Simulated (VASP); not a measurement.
Set up this calculation in VASP 6.6.1, as the native input.

| Item | Value |
| --- | --- |
| Task | single point |
| Functional | LDA |
| Potentials or basis | VASP PAW LDA potentials, release 64 (Li_sv, H) |
| Cutoff | 520 eV |
| k mesh | 11 × 11 × 11 |
| Occupations | fermi-dirac, width 0.03 eV |
| Spin | no spin polarisation |
| Dipole correction | no |
| Further INCAR settings | ALGO = Normal; EDIFF = 1e-06; NBANDS = 9 |

The structure of LiH lies in POSCAR:

```
LiH
1.0
    0.0000000000      2.0592464883      2.0592464883
    2.0592464883      0.0000000000      2.0592464883
    2.0592464883      2.0592464883      0.0000000000
Li H
1 1
Direct
    0.0000000000      0.0000000000      0.0000000000
    0.5000000000      0.5000000000      0.5000000000
```

This cell differs from its parent crystal: volume scaled by 1.04.

One way to write it, as run:

INCAR

```
PREC = Accurate
ENCUT = 520
EDIFF = 1E-6
ISMEAR = -1
SIGMA = 0.03
LREAL = F
LASPH = T
NELM = 80
ALGO = Normal
ISIF = 2
LWAVE = F
LCHARG = F
NBANDS = 9
```

KPOINTS

```
regular mesh
0
Gamma
  11 11 11
```

Potentials or basis: VASP PAW LDA potentials, release 64 (Li_sv, H).

Command:

```sh
$ cat potpaw_LDA.64/Li_sv/POTCAR potpaw_LDA.64/H/POTCAR > POTCAR
$ mpirun -np 1 vasp_std > vasp.out
```

It gave:

The band gap on the k mesh is 2.86 eV, direct.

Wall time 19 s on 1 thread of AMD EPYC 7R13 (shared host), peak memory 0.09 GiB.
